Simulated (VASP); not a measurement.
Runs of VASP 6.6.1 on Ge. The structure is that of space group P6_3/mmc (No. 194), or close to it. The cells are those of the table. 

```csv
task,cell,k mesh,cutoff (eV),gap on the mesh (eV),pressure (GPa)
relaxation of cell and atoms,"relaxed from a = 3.008, b = 3.008, c = 9.823 Å, angles 90.0, 90.0, 120.0°, 4 atoms",12 × 12 × 4,600,none,-0.1
single point,"a = 3.123, b = 3.123, c = 10.320 Å, angles 90.0, 90.0, 120.0°, 4 atoms",15 × 15 × 4,520,none,-0.1
single point,"a = 3.243, b = 3.243, c = 10.718 Å, angles 90.0, 90.0, 120.0°, 4 atoms",13 × 13 × 4,520,none,-4.2
single point,"a = 3.164, b = 3.164, c = 10.456 Å, angles 90.0, 90.0, 120.0°, 4 atoms",13 × 13 × 4,520,none,-1.9
single point,"a = 3.204, b = 3.204, c = 10.588 Å, angles 90.0, 90.0, 120.0°, 4 atoms",13 × 13 × 4,520,none,(a)
```

Alike in all rows: level BLYP; potentials or basis VASP PAW PBE potentials, release 64 (Ge_d); no spin polarisation; smearing fermi-dirac 0.1 eV.

Task: Estimate the missing entries.

Result: (a) -3.2.

Caveats: the PAW data sets were made with another functional, which shifts forces and pressure a little.

A k mesh can miss the band edges, and the runs leave out spin-orbit coupling on Ge.

A gap of «none» marks levels without a gap at the run's occupations.
